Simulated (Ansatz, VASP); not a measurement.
## One calculation of TiAl, two programs

INCAR

```
PREC = Accurate
ENCUT = 520
EDIFF = 1E-7
ISMEAR = 0
SIGMA = 0.15
LREAL = F
LASPH = T
NELM = 80
ALGO = Fast
ISIF = 2
LWAVE = F
LCHARG = F
GGA = PS
NBANDS = 14
```

The input KPOINTS:

```
regular mesh
0
Gamma
  24 24 14
```

File POSCAR:

```
TiAl
1.0
    2.8478212847      0.0000000000      0.0000000000
   -1.4239106423      2.4662855780      0.0000000000
    0.0000000000      0.0000000000      4.6199447394
Ti Al
1 1
Direct
    0.0228553110      0.0457106221      0.0000000000
    0.2927865285      0.5855730570      0.5000000000
```

Input for Ansatz:

```yaml
crystal:
  lattice:
    - [2.8478212847, 0.0, 0.0]
    - [-1.4239106423, 2.466285578, 0.0]
    - [0.0, 0.0, 4.6199447394]
  atoms:
    - { symbol: Ti, position: [0.022855311, 0.0457106221, 0.0] }
    - { symbol: Al, position: [0.2927865285, 0.585573057, 0.5] }
basis:
  ecutwfc: 420
kpoints:
  mp_grid: { grid: [24, 24, 14] }
hamiltonian:
  xc: pbesol
scf:
  occupations: { method: gaussian, width: 0.15 }
output:
  forces: true
  stress: true
  eigenvalues: true
```

Change from the starting cell: mode 4 (182.5 1/cm) frozen in, largest displacement -0.200 Å.

Alike in both runs: task single point; functional PBEsol; k mesh 24 × 24 × 14; occupations gaussian, width 0.15 eV; no spin polarisation.

|  | VASP | Ansatz |
| --- | --- | --- |
| version | VASP 6.6.1 | Ansatz 0.2.0 |
| potentials or method | VASP PAW PBE potentials, release 64 (Ti_sv, Al), cutoff 520 eV | scalar-relativistic, plane waves, PAW |
| valence electrons in the cell | 15 | 15 |

|  | VASP | Ansatz | Ansatz less VASP |
| --- | --- | --- | --- |
| gap on the k mesh at the Fermi level (eV) | none | none | - |
| pressure (GPa) | 1.0 | 1.1 | +0.10 |
| traceless stress, the component that is largest in VASP (GPa) | -5.63 | -5.59 | +0.037 |
| rms of the force components (eV/Å) | 0.498 | 0.499 | +0.0006 |

VASP's potentials were made for PBE, not for PBEsol. Atom by atom the forces differ by 0.001 eV/Å (rms over components). A gap of «none» marks a metal or a gap that the smearing closes.
